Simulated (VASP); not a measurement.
# Ga3Sb (I4/mmm) in VASP: notebook

Ga3Sb is run at these levels: PBEsol+D3(BJ); tasks: relaxation of cell and atoms, single point.

Program: VASP 6.6.1. These are calculated values, not measurements. Logs are shortened: lines on timing, memory, paths and dates and some standing lists are left out, and cuts for length are marked.

## Step 1: The cell of the first run

Symmetry: I4/mmm, No. 139, tetragonal system. The conventional cell has a = 4.318 Å, b = 4.318 Å, c = 9.521 Å, α = 90.00°, β = 90.00°, γ = 90.00°. Ga (site symmetry -4m2) has 8 Ga at 3.05 to 3.21 Å and 4 Sb at 3.21 Å within 4.0 Å. Within 4.0 Å of Ga (site symmetry 4/mmm) lie 4 Sb at 3.05 Å and 8 Ga at 3.21 Å. Sb (site symmetry 4/mmm) has 12 Ga at 3.05 to 3.21 Å within 4.0 Å.

## Step 2: Relaxation of cell and atoms, PBEsol+D3(BJ)

INCAR reads:

```
SYSTEM = Ga3Sb
  ALGO = Fast
  EDIFF = 1E-6
  EDIFFG = -0.01
  ENCUT = 600
  GGA = PS
  IBRION = 2
  ISIF = 3
  ISMEAR = 0
  IVDW = 12
  LASPH = .True.
  LCHARG = .False.
  LREAL = .False.
  LWAVE = .False.
  NELM = 80
  NSW = 80
  PREC = Accurate
  SIGMA = 0.1
```

KPOINTS reads:

```
k-points
0
Gamma
  14 14 14
  0 0 0
```

POSCAR reads:

```
Ga3Sb
1.0
   -2.1587990000      2.1587990000      4.7604840000
    2.1587990000     -2.1587990000      4.7604840000
    2.1587990000      2.1587990000     -4.7604840000
Ga Sb
3 1
Direct
    0.7500000000      0.2500000000      0.5000000000
    0.2500000000      0.7500000000      0.5000000000
    0.5000000000      0.5000000000      0.0000000000
    0.0000000000      0.0000000000      0.0000000000
```

Potentials or basis: VASP PAW PBE potentials, release 64 (Ga_d, Sb).

The run is started by

```
> cat potpaw_PBE.64/Ga_d/POTCAR potpaw_PBE.64/Sb/POTCAR > POTCAR
> mpirun -np 1 vasp_std > vasp.out
```

OUTCAR:

```text
SYSTEM = Ga3Sb
   EDIFF = 1E-6
   EDIFFG = -0.01
   ENCUT = 600
   GGA = PS
   IBRION = 2
   ISIF = 3
   ISMEAR = 0
   IVDW = 12
   LASPH = .True.
   LREAL = .False.
   NELM = 80
   NSW = 80
   PREC = Accurate
 IVDW          = 12

 ion  position               nearest neighbor table
   1  0.750  0.250  0.500-   4 3.21   4 3.21   4 3.21   4 3.21
   2  0.250  0.750  0.500-   4 3.21   4 3.21   4 3.21   4 3.21
   3  0.500  0.500  0.000-   4 3.05   4 3.05   4 3.05   4 3.05
   4  0.000  0.000  0.000-   3 3.05   3 3.05   3 3.05   3 3.05   2 3.21   1 3.21   2 3.21   2 3.21
                             1 3.21   1 3.21   2 3.21   1 3.21

  LATTYP: Found a body centered tetragonal cell.
 ALAT       =     4.3175980000
 C/A-ratio  =     2.2051538842

  Lattice vectors:

 A1 = (  -2.1587990000,   2.1587990000,   4.7604840000)
 A2 = (   2.1587990000,  -2.1587990000,   4.7604840000)
 A3 = (   2.1587990000,   2.1587990000,  -4.7604840000)

Analysis of symmetry for initial positions (statically):
=====================================================================
 Subroutine PRICEL returns:
 Original cell was already a primitive cell.

 Routine SETGRP: Setting up the symmetry group for a
 body centered tetragonal supercell.

 Subroutine GETGRP returns: Found 16 space group operations
 (whereof 16 operations were pure point group operations)
 out of a pool of 16 trial point group operations.

The static configuration has the point symmetry D_4h.

Analysis of symmetry for dynamics (positions and initial velocities):
=====================================================================
 Subroutine PRICEL returns:
 Original cell was already a primitive cell.

 Routine SETGRP: Setting up the symmetry group for a
 body centered tetragonal supercell.

 Subroutine GETGRP returns: Found 16 space group operations
 (whereof 16 operations were pure point group operations)
 out of a pool of 16 trial point group operations.

The dynamic configuration has the point symmetry D_4h.

 Subroutine INISYM returns: Found 16 space group operations
 (whereof 16 operations are pure point group operations),
 and found     1 'primitive' translations

----------------------------------------------------------------------------------------

                                     Primitive cell

  volume of cell :      88.7433

  direct lattice vectors                    reciprocal lattice vectors
    -2.158799000  2.158799000  4.760484000     0.000000000  0.231610261  0.105031337
     2.158799000 -2.158799000  4.760484000     0.231610261  0.000000000  0.105031337
     2.158799000  2.158799000 -4.760484000     0.231610261  0.231610261  0.000000000

  length of vectors
     5.655354468  5.655354468  5.655354468     0.254312593  0.254312593  0.327546372

  position of ions in fractional coordinates (direct lattice)
     0.750000000  0.250000000  0.500000000
     0.250000000  0.750000000  0.500000000
     0.500000000  0.500000000  0.000000000
     0.000000000  0.000000000  0.000000000

  ion indices of the primitive-cell ions
   primitive index   ion index
                 1           1
                 2           2
                 3           3
                 4           4

----------------------------------------------------------------------------------------

 KPOINTS: k-points

Automatic generation of k-mesh.
 Grid dimensions read from file:
 generate k-points for:   14   14   14

 Generating k-lattice:

  Cartesian coordinates                     Fractional coordinates (reciprocal lattice)
     0.000000000  0.016543590  0.007502238     0.071428571  0.000000000  0.000000000
     0.016543590  0.000000000  0.007502238     0.000000000  0.071428571  0.000000000
     0.016543590  0.016543590  0.000000000     0.000000000  0.000000000  0.071428571

  Length of vectors
     0.018165185  0.018165185  0.023396169

  Shift w.r.t. Gamma in fractional coordinates (k-lattice)
     0.000000000  0.000000000  0.000000000

 Subroutine IBZKPT returns following result:
 ===========================================

 Found    244 irreducible k-points:

 Following reciprocal coordinates:
            Coordinates               Weight
  0.000000  0.000000  0.000000      1.000000
  0.071429  0.000000 -0.000000      8.000000
  0.142857  0.000000  0.000000      8.000000
  0.214286  0.000000  0.000000      8.000000
  0.285714 -0.000000  0.000000      8.000000
  0.357143  0.000000  0.000000      8.000000
[... 16 lines left out ...]
  0.214286  0.142857  0.000000     16.000000
  0.285714  0.142857  0.000000     16.000000
 [... further k-points ...]
   k-points           NKPTS =    244   k-points in BZ     NKDIM =    244   number of bands    NBANDS=     26
   number of dos      NEDOS =    301   number of ions     NIONS =      4
   total plane-waves  NPLWV = 110592
   dimension x,y,z NGX =    48 NGY =   48 NGZ =   48
   dimension x,y,z NGXF=    96 NGYF=   96 NGZF=   96
   ions per type =               3   1
   NGX,Y,Z   is equivalent  to a cutoff of  14.11, 14.11, 14.11 a.u.
   NGXF,Y,Z  is equivalent  to a cutoff of  28.22, 28.22, 28.22 a.u.
 SYSTEM =  Ga3Sb
   PREC   = accura    normal or accurate (medium, high low for compatibility)
   ISTART =      0    job   : 0-new  1-cont  2-samecut
   ICHARG =      2    charge: 1-file 2-atom 10-const
   ISPIN  =      1    spin polarized calculation?
   LNONCOLLINEAR =      F non collinear calculations
   LSORBIT =      F    spin-orbit coupling
   LASPH  =      T    aspherical Exc in radial PAW
   ENCUT  =  600.0 eV  44.10 Ry    6.64 a.u.  11.30 11.30 11.30*2*pi/ulx,y,z
   NELM   =     80;   NELMIN=  2; NELMDL= -5     # of ELM steps
   EDIFF  = 0.1E-05   stopping-criterion for ELM
   LREAL  =      F    real-space projection
   EDIFFG = -.1E-01   stopping-criterion for IOM
   NSW    =     80    number of steps for IOM
   IBRION =      2    ionic relax: 0-MD 1-quasi-New 2-CG
   NFREE  =      1    steps in history (QN), initial steepest desc. (CG)
   ISIF   =      3    stress and relaxation
   ISYM   =      2    0-nonsym 1-usesym 2-fastsym
   POTIM  = 0.5000    time-step for ionic-motion
   TEBEG  =    0.0;   TEEND  =   0.0 temperature during run
   PSTRESS=    0.0 pullay stress
   NELECT =      44.0000    total number of electrons
   NUPDOWN=      -1.0000    fix difference up-down
   EMIN   =  10.00;   EMAX   =-10.00  energy-range for DOS
   EFERMI =   0.00;   METHOD = LEGACY
   ISMEAR =     0;   SIGMA  =   0.10  broadening in eV -4-tet -1-fermi 0-gaus
   EFERMI_NEDOS =   21; number of points for ismear=-14 and -15
   IALGO  =     68    algorithm
   IMIX   =      4    mixing-type and parameters
     AMIX     =   0.40;   BMIX     =  1.00
     AMIX_MAG =   1.60;   BMIX_MAG =  1.00
  volume/ion in A,a.u.               =      22.19       149.72
  Fermi-wavevector in a.u.,A,eV,Ry     =   1.295728  2.448571 22.842976  1.678911
  Thomas-Fermi vector in A             =   2.427229
   LORBIT       =      0    0 simple, 1 ext, 2 COOP (PROOUT), +10 PAW based schemes
   GGA     = PS    functional components
   LHFCALC =     F    Hartree Fock is set to
   AEXX    =    0.0000 exact exchange contribution
   IVDW    =    12    specifies the selected vdW correction
   LEPSILON=     F    determine dielectric tensor
   LRPA    =     F    only Hartree local field effects (RPA)
 conjugate gradient relaxation of ions
 non-spin polarized calculation
 RMM-DIIS sequential band-by-band and
 Gauss-broadening in eV      SIGMA  =   0.10
  energy-cutoff  :      600.00
  volume of cell :       88.74
 maximum number of plane-waves:      2991
 NGX is ok and might be reduce to    48
   NGX = 23   NGY = 23   NGZ = 23

--------------------------------------- Ionic step        1  -------------------------------------------

 number of electron      44.0000003 magnetization

 Free energy of the ion-electron system (eV)
  ---------------------------------------------------
  ext. energy  EPLUGINS =         0.00000000
  ---------------------------------------------------
  free energy    TOTEN  =       -14.23409372 eV

  energy without entropy =      -14.22470389  energy(sigma->0) =      -14.22939881

------------------------ aborting loop because EDIFF is reached ----------------------------------------

 Edisp (eV)   -1.31885

 E8    (eV) :    -0.9111

  FORCE on cell =-STRESS in cart. coord.  units (eV):
  Direction    XX          YY          ZZ          XY          YZ          ZX
  --------------------------------------------------------------------------------------
  -------------------------------------------------------------------------------------
  Total      -3.26588    -3.26588    -3.53375     0.00000     0.00000     0.00000
  in kB     -58.96238   -58.96238   -63.79855     0.00000     0.00000     0.00000
  external pressure =      -60.57 kB  Pullay stress =        0.00 kB

 VOLUME and BASIS-vectors are now :
 -----------------------------------------------------------------------------
  energy-cutoff  :      600.00
  volume of cell :       88.74
      direct lattice vectors                 reciprocal lattice vectors
    -2.158799000  2.158799000  4.760484000     0.000000000  0.231610261  0.105031337
     2.158799000 -2.158799000  4.760484000     0.231610261  0.000000000  0.105031337
     2.158799000  2.158799000 -4.760484000     0.231610261  0.231610261  0.000000000
[... 169 lines left out ...]
 POSITION                                       TOTAL-FORCE (eV/Angst)
 -----------------------------------------------------------------------------------
      0.00000      2.08207      2.26344         0.000000     -0.000000     -0.000000
      2.08207      0.00000      2.26344        -0.000000     -0.000000      0.000000
      0.00000      0.00000      4.52687         0.000000      0.000000     -0.000000
      0.00000      0.00000      0.00000         0.000000      0.000000     -0.000000
 -----------------------------------------------------------------------------------
    total drift:                                0.000000     -0.000000      0.000000

  FREE ENERGIE OF THE ION-ELECTRON SYSTEM (eV)
  ---------------------------------------------------
  free  energy   TOTEN  =       -15.7688630503 eV

  energy  without entropy=      -15.7608401354  energy(sigma->0) =      -15.76485159

--------------------------------------- Ionic step        6  -------------------------------------------

 number of electron      44.0000009 magnetization

 Free energy of the ion-electron system (eV)
  ---------------------------------------------------
  ext. energy  EPLUGINS =         0.00000000
  ---------------------------------------------------
  free energy    TOTEN  =       -14.27247232 eV

  energy without entropy =      -14.26482101  energy(sigma->0) =      -14.26864667

 E-fermi :   7.0798     XC(G=0): -11.1793

 val. band max:        7.0747824512   @ k =   0.4286   0.2143   0.0000
 cond. band min:       7.0932138483   @ k =  -0.1429  -0.2143   0.1429
 fundamental gap:      0.0184313971
 Fermi energy:         7.0797743620

 k-point     1 :       0.0000    0.0000    0.0000
  band No.  band energies     occupation
      1      -7.9180      2.00000
      2      -7.8755      2.00000
      3      -7.8450      2.00000
      4      -7.7956      2.00000
      5      -7.7956      2.00000
      6      -7.7932      2.00000
[... 18 lines left out ...]
     25       7.7909      0.00000
     26       7.9476      0.00000
[... 644 lines left out ...]
      4      -7.8116      2.00000
      5      -7.7923      2.00000
      6      -7.7770      2.00000
[... 18 lines left out ...]
     25      10.2436      0.00000
     26      10.8924      0.00000

 [... further k-points ...]

------------------------ aborting loop because EDIFF is reached ----------------------------------------

 Edisp (eV)   -1.49762

 E8    (eV) :    -1.0353

  FORCE on cell =-STRESS in cart. coord.  units (eV):
  Direction    XX          YY          ZZ          XY          YZ          ZX
  --------------------------------------------------------------------------------------
  -------------------------------------------------------------------------------------
  Total       0.00464     0.00464    -0.00136     0.00000    -0.00000     0.00000
  in kB       0.09476     0.09476    -0.02775     0.00000    -0.00000     0.00000
  external pressure =        0.05 kB  Pullay stress =        0.00 kB

 VOLUME and BASIS-vectors are now :
 -----------------------------------------------------------------------------
  energy-cutoff  :      600.00
  volume of cell :       78.48
      direct lattice vectors                 reciprocal lattice vectors
    -2.093250579  2.093250579  4.477768673     0.000000000  0.238862946  0.111662758
     2.093250579 -2.093250579  4.477768673     0.238862946  0.000000000  0.111662758
     2.093250579  2.093250579 -4.477768673     0.238862946  0.238862946  0.000000000

 POSITION                                       TOTAL-FORCE (eV/Angst)
 -----------------------------------------------------------------------------------
     -0.00000      2.09325      2.23888         0.000000     -0.000000     -0.000000
      2.09325     -0.00000      2.23888        -0.000000      0.000000      0.000000
      0.00000      0.00000      4.47777        -0.000000      0.000000      0.000000
      0.00000     -0.00000      0.00000        -0.000000      0.000000      0.000000
 -----------------------------------------------------------------------------------
    total drift:                                0.000000     -0.000000      0.000000

  FREE ENERGIE OF THE ION-ELECTRON SYSTEM (eV)
  ---------------------------------------------------
  free  energy   TOTEN  =       -15.7700932646 eV

  energy  without entropy=      -15.7624419538  energy(sigma->0) =      -15.76626761

 reached required accuracy - stopping structural energy minimisation
```

It took 32 min on 1 thread of Intel Xeon 6975P-C (Granite Rapids), shared host; peak memory 0.81 GiB.

Results:

```
Free energy                           : -15.7701 eV
Relaxed volume                        : 19.62 Å³/atom
Relaxed cell                          : a = 5.368 Å, b = 5.368 Å, c = 5.368 Å, α = 134.10°, β = 134.10°, γ = 66.94°
Space group after relaxing (to 0.1 Å) : I4/mmm (No. 139)
Energy gained by relaxing             : 54.3 meV/atom
Ionic steps                           : 6
Pressure after relaxing               : 0.0 GPa
Band gap on the k mesh                : zero (bands 22 and 23 overlap by 5.05 eV)
Dispersion energy per atom            : -0.374 eV
```

The path:
```
step  energy change (eV)  largest force (eV/Å)  pressure (GPa)  volume (Å³)
   1              0.0000                0.0000           -6.06        88.74
   2             -0.2144                0.0000            0.09        78.40
   3             -0.2144                0.0000           -0.08        78.50
   4             -0.2148                0.0000           -0.01        78.50
   5             -0.2159                0.0000           -0.02        78.50
   6             -0.2171                0.0000            0.01        78.48
```

Final structure:
```
Ga Sb
1.0
    -2.09325    2.09325    4.47777
     2.09325   -2.09325    4.47777
     2.09325    2.09325   -4.47777
Ga Sb
3 1
Direct
  0.75000 0.25000 0.50000
  0.25000 0.75000 0.50000
  0.50000 0.50000 0.00000
  0.00000 0.00000 0.00000
```

Levels at points of the mesh, in eV from the Fermi level:
```csv
k point,band 19,band 20,band 21,band 22,band 23,band 24,band 25,band 26
"(0.00, 0.00, 0.00)",-2.76,-2.07,-2.07,-1.72,-0.56,-0.56,0.71,0.87
"(0.50, 0.00, 0.00)",-5.35,-1.21,-0.43,-0.34,0.15,1.92,3.07,3.41
"(0.50, 0.50, 0.00)",-5.39,-5.33,-4.72,-0.21,0.27,0.27,1.01,7.55
"(0.50, 0.50, 0.50)",-3.50,-3.50,-2.46,2.57,3.04,3.04,4.02,4.98
```

Caveat: the PAW data sets were made with another functional, which shifts forces and pressure a little; spin-orbit coupling is left out, which moves the levels of the heavy elements.

## Step 3: Single point, PBEsol+D3(BJ)

This run uses another cell than the first one, of 19.60 Å³/atom.

INCAR reads:

```
PREC     = Accurate       # precision mode
ENCUT    = 520            # plane-wave cutoff, eV
EDIFF    = 1E-7           # SCF threshold, eV
ISMEAR   = 0              # smearing method
SIGMA    = 0.1            # smearing width, eV
LREAL    = False          # projectors in reciprocal space
LASPH    = True           # aspherical terms in the spheres
NELM     = 60             # most SCF steps
ALGO     = Fast           # electronic algorithm
ISIF     = 2              # what is computed and relaxed
LWAVE    = False          # write WAVECAR
LCHARG   = False          # write CHGCAR
GGA      = PS             # functional
IVDW     = 12             # dispersion correction
NBANDS   = 30             # bands
```

KPOINTS reads:

```
Automatic mesh
0
Gamma
  14 14 14
```

POSCAR reads:

```
Ga3Sb
1.0
   -2.0929890194      2.0929890194      4.4743939691
    2.0929890194     -2.0929890194      4.4743939691
    2.0929890194      2.0929890194     -4.4743939691
Ga Sb
3 1
Direct
    0.7500000000      0.2500000000      0.5000000000
    0.2500000000      0.7500000000      0.5000000000
    0.5000000000      0.5000000000      0.0000000000
    0.0000000000      0.0000000000      0.0000000000
```

Potentials or basis: VASP PAW PBE potentials, release 64 (Ga_d, Sb).

The run is started by

```
> cat potpaw_PBE.64/Ga_d/POTCAR potpaw_PBE.64/Sb/POTCAR > POTCAR
> mpirun -np 1 vasp_std > vasp.out
```

Run time: 6.4 min. Hardware: 1 thread of Intel Xeon 6975P-C (Granite Rapids), shared host; peak memory 0.61 GiB.

The run converged. Its results:

| Item | Value |
| --- | --- |
| Free energy | -15.7678 eV |
| Pressure | 0.1 GPa |
| Band gap on the k mesh | zero (bands 22 and 23 overlap by 5.06 eV) |
| Dispersion energy per atom | -0.375 eV |

Levels at points of the mesh, in eV from the Fermi level:
| k point | band 19 | band 20 | band 21 | band 22 | band 23 | band 24 | band 25 | band 26 |
| --- | --- | --- | --- | --- | --- | --- | --- | --- |
| (0.00, 0.00, 0.00) | -2.76 | -2.07 | -2.07 | -1.72 | -0.56 | -0.56 | 0.71 | 0.86 |
| (0.50, 0.00, 0.00) | -5.35 | -1.22 | -0.43 | -0.34 | 0.15 | 1.93 | 3.08 | 3.41 |
| (0.50, 0.50, 0.00) | -5.39 | -5.33 | -4.73 | -0.20 | 0.27 | 0.28 | 1.01 | 7.50 |
| (0.50, 0.50, 0.50) | -3.51 | -3.51 | -2.47 | 2.57 | 3.04 | 3.04 | 4.02 | 4.99 |

Caveat: the PAW data sets were made with another functional, which shifts forces and pressure a little; spin-orbit coupling is left out, which moves the levels of the heavy elements.
